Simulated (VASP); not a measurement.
Write the native input for VASP 6.6.1 that does the following.

* Task: electric field gradients
* Functional: LDA
* Potentials or basis: VASP PAW LDA potentials, release 64 (Ge_d)
* Cutoff: 520 eV
* k mesh: 11 × 11 × 11
* Occupations: fermi-dirac, width 0.05 eV
* Spin: no spin polarisation
* Dipole correction: no
* Further INCAR settings: ALGO = Normal; EDIFF = 1e-08; NBANDS = 21

The structure of Ge lies in POSCAR:

```
Ge
1.0
    0.0000000000      2.8287700000      2.8287700000
    2.8287700000      0.0000000000      2.8287700000
    2.8287700000      2.8287700000      0.0000000000
Ge
2
Direct
    0.5000000000      0.5000000000      0.5000000000
    0.7500000000      0.7500000000      0.7500000000
```

One way to write it, as run:

INCAR

```
  ALGO = Normal
  EDIFF = 1E-8
  ENCUT = 520
  ISIF = 2
  ISMEAR = -1
  LASPH = True
  LCHARG = False
  LEFG = True
  LREAL = False
  LWAVE = False
  NBANDS = 21
  NELM = 100
  PREC = Accurate
  SIGMA = 0.05
```

KPOINTS

```
k-points
0
Gamma
  11 11 11
```

Potentials or basis: VASP PAW LDA potentials, release 64 (Ge_d).

Command:

```sh
$ cat potpaw_LDA.64/Ge_d/POTCAR > POTCAR
$ mpirun -np 1 vasp_std > vasp.out
```

It gave:

| Quantity | Value |
| --- | --- |
| Pressure | -1.2 GPa |
| Band gap on the k mesh | zero (filled and empty bands touch) |
| Largest electric field gradient by atom | zero within the noise of the run |

Caveat: semilocal functionals underestimate gaps, so a narrow gap can read as zero.

Wall time 25 s on 1 thread of Intel(R) Xeon(R) 6975P-C (Granite Rapids), with other jobs on the host, peak memory 0.16 GiB.
